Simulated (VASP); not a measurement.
# C (Fd-3m) in VASP: single point with LDA

Aim: the single point of C with LDA.

Everything below comes from runs of VASP 6.6.1. Logs are shortened: lines on timing, memory, paths and dates and some standing lists are left out, and cuts for length are marked.

### Step 1. The cell of the first run

It takes space group Fd-3m (No. 227, cubic). Conventional cell: a = 3.531 Å, b = 3.531 Å, c = 3.531 Å, α = 90.00°, β = 90.00°, γ = 90.00°. C (site symmetry -43m) has 4 C at 1.53 Å within 2.0 Å.

### Step 2. Single point, LDA

INCAR

```
PREC = Accurate ; ENCUT = 600
EDIFF = 1E-6 ; ISMEAR = 0
SIGMA = 0.02 ; LREAL = False
LASPH = True ; NELM = 120
ALGO = Normal ; ISIF = 2
LWAVE = False ; LCHARG = False
GGA = CA ; NBANDS = 11
GGA_COMPAT = False
```

KPOINTS

```
regular mesh
0
Gamma
  12 12 12
```

POSCAR

```
C
1.0
    0.0000000000      1.7657234640      1.7657234640
    1.7657234640      0.0000000000      1.7657234640
    1.7657234640      1.7657234640      0.0000000000
C
2
Direct
    0.0000000000      0.0000000000      0.0000000000
    0.2500000000      0.2500000000      0.2500000000
```

Potentials or basis: VASP PAW LDA potentials, release 64 (C).

Run with:

```console
$ cat potpaw_LDA.64/C/POTCAR > POTCAR
$ mpirun -np 1 vasp_std > vasp.out
```

OUTCAR:

```text
PREC = Accurate
   ENCUT = 600
   EDIFF = 1E-6
   ISMEAR = 0
   LREAL = False
   LASPH = True
   NELM = 120
   ISIF = 2
   GGA = CA

 ion  position               nearest neighbor table
   1  0.000  0.000  0.000-   2 1.53   2 1.53   2 1.53   2 1.53
   2  0.250  0.250  0.250-   1 1.53   1 1.53   1 1.53   1 1.53

  LATTYP: Found a face centered cubic cell.
 ALAT       =     3.5314469280

  Lattice vectors:

 A1 = (   0.0000000000,   1.7657234640,   1.7657234640)
 A2 = (   1.7657234640,   0.0000000000,   1.7657234640)
 A3 = (   1.7657234640,   1.7657234640,   0.0000000000)

Analysis of symmetry for initial positions (statically):
=====================================================================
 Subroutine PRICEL returns:
 Original cell was already a primitive cell.

 Routine SETGRP: Setting up the symmetry group for a
 face centered cubic supercell.

 Subroutine GETGRP returns: Found 48 space group operations
 (whereof 24 operations were pure point group operations)
 out of a pool of 48 trial point group operations.

The static configuration has the point symmetry T_d .
 The point group associated with its full space group is O_h .

Analysis of symmetry for dynamics (positions and initial velocities):
=====================================================================
 Subroutine PRICEL returns:
 Original cell was already a primitive cell.

 Routine SETGRP: Setting up the symmetry group for a
 face centered cubic supercell.

 Subroutine GETGRP returns: Found 48 space group operations
 (whereof 24 operations were pure point group operations)
 out of a pool of 48 trial point group operations.

The dynamic configuration has the point symmetry T_d .
 The point group associated with its full space group is O_h .

 Subroutine INISYM returns: Found 48 space group operations
 (whereof 24 operations are pure point group operations),
 and found     1 'primitive' translations

----------------------------------------------------------------------------------------

                                     Primitive cell

  volume of cell :      11.0103

  direct lattice vectors                    reciprocal lattice vectors
     0.000000000  1.765723464  1.765723464    -0.283170049  0.283170049  0.283170049
     1.765723464  0.000000000  1.765723464     0.283170049 -0.283170049  0.283170049
     1.765723464  1.765723464  0.000000000     0.283170049  0.283170049 -0.283170049

  length of vectors
     2.497110070  2.497110070  2.497110070     0.490464912  0.490464912  0.490464912

  position of ions in fractional coordinates (direct lattice)
     0.000000000  0.000000000  0.000000000
     0.250000000  0.250000000  0.250000000

  ion indices of the primitive-cell ions
   primitive index   ion index
                 1           1
                 2           2

----------------------------------------------------------------------------------------

 KPOINTS: regular mesh

Automatic generation of k-mesh.
 Grid dimensions read from file:
 generate k-points for:   12   12   12

 Generating k-lattice:

  Cartesian coordinates                     Fractional coordinates (reciprocal lattice)
    -0.023597504  0.023597504  0.023597504     0.083333333  0.000000000  0.000000000
     0.023597504 -0.023597504  0.023597504     0.000000000  0.083333333  0.000000000
     0.023597504  0.023597504 -0.023597504     0.000000000  0.000000000  0.083333333

  Length of vectors
     0.040872076  0.040872076  0.040872076

  Shift w.r.t. Gamma in fractional coordinates (k-lattice)
     0.000000000  0.000000000  0.000000000

 Subroutine IBZKPT returns following result:
 ===========================================

 Found     72 irreducible k-points:

 Following reciprocal coordinates:
            Coordinates               Weight
  0.000000  0.000000  0.000000      1.000000
  0.083333  0.000000  0.000000      8.000000
  0.166667  0.000000  0.000000      8.000000
  0.250000  0.000000  0.000000      8.000000
  0.333333  0.000000  0.000000      8.000000
  0.416667  0.000000  0.000000      8.000000
[... 16 lines left out ...]
  0.500000  0.166667  0.000000     24.000000
 -0.416667  0.166667  0.000000     24.000000
 [... further k-points ...]
   k-points           NKPTS =     72   k-points in BZ     NKDIM =     72   number of bands    NBANDS=     11
   number of dos      NEDOS =    301   number of ions     NIONS =      2
   total plane-waves  NPLWV =   8000
   dimension x,y,z NGX =    20 NGY =   20 NGZ =   20
   dimension x,y,z NGXF=    40 NGYF=   40 NGZF=   40
   ions per type =               2
   NGX,Y,Z   is equivalent  to a cutoff of  13.32, 13.32, 13.32 a.u.
   NGXF,Y,Z  is equivalent  to a cutoff of  26.63, 26.63, 26.63 a.u.
 SYSTEM =  unknown system
   PREC   = accura    normal or accurate (medium, high low for compatibility)
   ISTART =      0    job   : 0-new  1-cont  2-samecut
   ICHARG =      2    charge: 1-file 2-atom 10-const
   ISPIN  =      1    spin polarized calculation?
   LNONCOLLINEAR =      F non collinear calculations
   LSORBIT =      F    spin-orbit coupling
   LASPH  =      T    aspherical Exc in radial PAW
   ENCUT  =  600.0 eV  44.10 Ry    6.64 a.u.   4.99  4.99  4.99*2*pi/ulx,y,z
   NELM   =    120;   NELMIN=  2; NELMDL= -5     # of ELM steps
   EDIFF  = 0.1E-05   stopping-criterion for ELM
   LREAL  =      F    real-space projection
   EDIFFG = 0.1E-04   stopping-criterion for IOM
   NSW    =      0    number of steps for IOM
   IBRION =     -1    ionic relax: 0-MD 1-quasi-New 2-CG
   NFREE  =      0    steps in history (QN), initial steepest desc. (CG)
   ISIF   =      2    stress and relaxation
   ISYM   =      2    0-nonsym 1-usesym 2-fastsym
   POTIM  = 0.5000    time-step for ionic-motion
   TEBEG  =    0.0;   TEEND  =   0.0 temperature during run
   PSTRESS=    0.0 pullay stress
   NELECT =       8.0000    total number of electrons
   NUPDOWN=      -1.0000    fix difference up-down
   EMIN   =  10.00;   EMAX   =-10.00  energy-range for DOS
   EFERMI =   0.00;   METHOD = LEGACY
   ISMEAR =     0;   SIGMA  =   0.02  broadening in eV -4-tet -1-fermi 0-gaus
   EFERMI_NEDOS =   21; number of points for ismear=-14 and -15
   IALGO  =     38    algorithm
   IMIX   =      4    mixing-type and parameters
     AMIX     =   0.40;   BMIX     =  1.00
     AMIX_MAG =   1.60;   BMIX_MAG =  1.00
  volume/ion in A,a.u.               =       5.51        37.15
  Fermi-wavevector in a.u.,A,eV,Ry     =   1.471766  2.781235 29.471519  2.166096
  Thomas-Fermi vector in A             =   2.586862
   LORBIT       =      0    0 simple, 1 ext, 2 COOP (PROOUT), +10 PAW based schemes
   GGA     = CA    functional components
   LHFCALC =     F    Hartree Fock is set to
   AEXX    =    0.0000 exact exchange contribution
   IVDW    =     0    specifies the selected vdW correction
   LEPSILON=     F    determine dielectric tensor
   LRPA    =     F    only Hartree local field effects (RPA)
 non-spin polarized calculation
 Gauss-broadening in eV      SIGMA  =   0.02
  energy-cutoff  :      600.00
  volume of cell :       11.01
 maximum number of plane-waves:       380
   NGX =  9   NGY =  9   NGZ =  9

 number of electron       7.9999998 magnetization

 Free energy of the ion-electron system (eV)
  ---------------------------------------------------
  ext. energy  EPLUGINS =         0.00000000
  ---------------------------------------------------
  free energy    TOTEN  =       -20.25205694 eV

  energy without entropy =      -20.25205694  energy(sigma->0) =      -20.25205694

 E-fermi :  10.4210     XC(G=0): -13.6444

 val. band max:       10.1633044285   @ k =   0.0000   0.0000   0.0000
 cond. band min:      14.3613472045   @ k =   0.3333   0.3333   0.0000
 fundamental gap:      4.1980427760
 Fermi energy:        10.4209514095

 k-point     1 :       0.0000    0.0000    0.0000
  band No.  band energies     occupation
      1     -11.5561      2.00000
      2      10.1633      2.00000
      3      10.1633      2.00000
      4      10.1633      2.00000
      5      15.7902      0.00000
      6      15.7902      0.00000
      7      15.7902      0.00000
      8      24.4067      0.00000
      9      29.5636      0.00000
     10      37.1311      0.00000
     11      37.1311      0.00000

 k-point     2 :       0.0833    0.0000    0.0000
  band No.  band energies     occupation
      1     -11.3602      2.00000
      2       8.9215      2.00000
      3       9.8307      2.00000
      4       9.8307      2.00000
      5      16.2249      0.00000
      6      16.2249      0.00000
      7      16.5437      0.00000
      8      24.5145      0.00000
      9      29.8753      0.00000
     10      34.8025      0.00000
     11      34.8025      0.00000

 k-point     3 :       0.1667    0.0000    0.0000
  band No.  band energies     occupation
      1     -10.7744      2.00000
      2       6.3606      2.00000
      3       9.1112      2.00000
      4       9.1112      2.00000
      5      17.1641      0.00000
      6      17.1641      0.00000
      7      17.7377      0.00000
      8      24.8189      0.00000
      9      30.5267      0.00000
     10      33.1573      0.00000
     11      33.1573      0.00000
[... 267 lines left out ...]
 k-point    23 :       0.5000    0.1667    0.0000
  band No.  band energies     occupation
      1      -5.6346      2.00000
      2      -2.0611      2.00000
      3       5.1111      2.00000
      4       6.0910      2.00000
      5      17.3144      0.00000
      6      21.0023      0.00000
      7      21.8299      0.00000
      8      24.5787      0.00000
      9      30.3560      0.00000
     10      34.2731      0.00000
     11      37.0070      0.00000

 k-point    24 :      -0.4167    0.1667    0.0000
  band No.  band energies     occupation
      1      -5.1603      2.00000
      2      -2.6235      2.00000
      3       4.6071      2.00000
      4       6.4819      2.00000
      5      17.7607      0.00000
      6      20.5027      0.00000
      7      21.8134      0.00000
      8      25.7640      0.00000
      9      29.6689      0.00000
     10      34.5577      0.00000
     11      34.9821      0.00000

 [... further k-points ...]

------------------------ aborting loop because EDIFF is reached ----------------------------------------

  FORCE on cell =-STRESS in cart. coord.  units (eV):
  Direction    XX          YY          ZZ          XY          YZ          ZX
  --------------------------------------------------------------------------------------
  -------------------------------------------------------------------------------------
  Total        0.0651086      0.0651086      0.0651086     -0.0000000      0.0000000      0.0000000
  in kB        9.4743884      9.4743884      9.4743884     -0.0000000      0.0000000      0.0000000
  external PRESSURE =       9.4743884 kB  Pullay stress =       0.0000000 kB

 VOLUME and BASIS-vectors are now :
 -----------------------------------------------------------------------------
  energy-cutoff  :      600.00
  volume of cell :       11.01
      direct lattice vectors                 reciprocal lattice vectors
     0.000000000  1.765723464  1.765723464    -0.283170049  0.283170049  0.283170049
     1.765723464  0.000000000  1.765723464     0.283170049 -0.283170049  0.283170049
     1.765723464  1.765723464  0.000000000     0.283170049  0.283170049 -0.283170049

 POSITION                                       TOTAL-FORCE (eV/Angst)
 -----------------------------------------------------------------------------------
      0.00000      0.00000      0.00000        -0.000000     -0.000000     -0.000000
      0.88286      0.88286      0.88286         0.000000      0.000000      0.000000
 -----------------------------------------------------------------------------------
    total drift:                                0.000000      0.000000      0.000000

  FREE ENERGIE OF THE ION-ELECTRON SYSTEM (eV)
  ---------------------------------------------------
  free  energy   TOTEN  =       -20.2520569421 eV

  energy  without entropy=      -20.2520569421  energy(sigma->0) =      -20.25205694
```

Wall time 11 s (1 thread of Intel Xeon 8259CL, shared host); peak memory 0.12 GiB.

What came out:

```yaml
Free_energy: -20.2521 eV
Pressure: 0.9 GPa
Band_gap_on_the_k_mesh: 4.20 eV, indirect (least direct gap 5.63 eV)
```
